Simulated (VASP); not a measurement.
BiIr, 2 atoms in the cell. Symmetry: F-43m, No. 216, cubic system. The conventional cell has a = 6.035 Å, b = 6.035 Å, c = 6.035 Å, α = 90.00°, β = 90.00°, γ = 90.00°. Within 3.4 Å of Ir (site symmetry -43m) lie 4 Bi at 2.61 Å. Within 3.4 Å of Bi (site symmetry -43m) lie 4 Ir at 2.61 Å.  This cell differs from its parent crystal: volume scaled by 0.980.

| Quantity | Value |
| --- | --- |
| Program | VASP 6.6.1 |
| Task | single point |
| Functional | r2SCAN |
| Potentials or basis | VASP PAW PBE potentials, release 64 (Ir, Bi_d) |
| Cutoff | 520 eV |
| k mesh | 10 × 10 × 10 |
| Occupations | gaussian, width 0.05 eV |
| Spin | no spin polarisation |
| Dipole correction | no |
| Further INCAR settings | ALGO = Normal; EDIFF = 1e-06; NBANDS = 19 |

Potentials or basis: VASP PAW PBE potentials, release 64 (Ir, Bi_d).

Run with:

```console
$ cat potpaw_PBE.64/Ir/POTCAR potpaw_PBE.64/Bi_d/POTCAR > POTCAR
$ cp INCAR.step1 INCAR
$ mpirun -np 1 vasp_std > vasp.out
$ cp INCAR.step2 INCAR
$ mpirun -np 1 vasp_std > vasp.out
```

Hardware: 1 thread of Intel(R) Xeon(R) 6975P-C (Granite Rapids), with other jobs on the host.

**Question.** Estimate the wall time of this run.

**Answer.** Run time: 50 s on 1 thread of Intel(R) Xeon(R) 6975P-C (Granite Rapids), on a shared host, peak memory 0.21 GiB. Counts: k points 47.
